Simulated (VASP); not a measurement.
Y2Lu:

```
CELL_PARAMETERS angstrom
0.00000 4.11283 4.11283
4.11283 0.00000 4.11283
4.11283 4.11283 0.00000
ATOMIC_POSITIONS crystal
Y 0.12500 0.12500 0.12500
Y 0.62500 0.12500 0.12500
Y 0.12500 0.12500 0.62500
Y 0.12500 0.62500 0.12500
Lu 0.50000 0.50000 0.50000
Lu 0.75000 0.75000 0.75000
```

| Item | Value |
| --- | --- |
| Program | VASP 6.6.1 |
| Task | relaxation of cell and atoms |
| Functional | PBE |
| Potentials or basis | VASP PAW PBE potentials, release 64 (Y_sv, Lu) |
| Cutoff | 600 eV |
| k mesh | 4 × 4 × 4 |
| Occupations | gaussian, width 0.1 eV |
| Spin | no spin polarisation |

At the start: pressure 22.8 GPa; volume 23.19 Å³/atom.

Q: Where does the relaxation end?

A: Over 4 steps the energy falls by 548.2 meV/atom and the volume is 32.98 Å³/atom (+42.2 %); space group Fd-3m (No. 227, to 0.05 Å).

The path:
```
step  energy change (eV)  largest force (eV/Å)  pressure (GPa)  volume (Å³)
   1              0.0000                0.0000           22.76       139.14
   2             -3.0928                0.0000           -3.00       216.57
   3             -3.2889                0.0000            0.22       196.59
   4             -3.2893                0.0000           -0.07       197.88
```

Final structure:
```xyz
6
Lattice="0.0000 4.6251 4.6251 4.6251 0.0000 4.6251 4.6251 4.6251 0.0000" Properties=species:S:1:pos:R:3 pbc="T T T"
Y     1.1563    1.1563    1.1563
Y     1.1563    3.4689    3.4689
Y     3.4689    3.4689    1.1563
Y     3.4689    1.1563    3.4689
Lu    4.6251    4.6251    4.6251
Lu    6.9377    6.9377    6.9377
```

Caveat: the volume moved by over 15 % at a fixed basis, so the end points are rough.
